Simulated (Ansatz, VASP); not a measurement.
**ScIr3C: VASP beside Ansatz**

```
CELL_PARAMETERS angstrom
4.55671 0.00000 0.00000
0.00000 4.55671 0.00000
0.00000 0.00000 4.55671
ATOMIC_POSITIONS crystal
Sc 0.00000 0.00000 0.00000
Ir 0.50000 0.00000 0.00000
Ir 0.00000 0.50000 0.00000
Ir 0.00000 0.00000 0.50000
C 0.50000 0.50000 0.50000
```

Alike in both runs: task single point; functional PBE; k mesh 5 × 5 × 5; occupations methfessel-paxton of order 1, width 0.05 eV; no spin polarisation.

|  | VASP | Ansatz |
| --- | --- | --- |
| version | VASP 6.6.1 | Ansatz 0.2.0 |
| potentials or method | VASP PAW PBE potentials, release 64 (Sc_sv, Ir, C), cutoff 520 eV | plane waves, PAW |
| valence electrons in the cell | 42 | 66 |

Ansatz gave:

| Property | Result |
| --- | --- |
| pressure (GPa) | 7.5 |

Problem. Estimate VASP's values.

Solution. Pressure (GPa): 8.6.

The functional is the same, so the differences come from potentials, cutoffs and numerics. VASP's potentials hold 42 valence electrons a cell and Ansatz's 66, so a difference there can come from the potentials and not from the codes.

Neither program's run includes spin-orbit coupling.
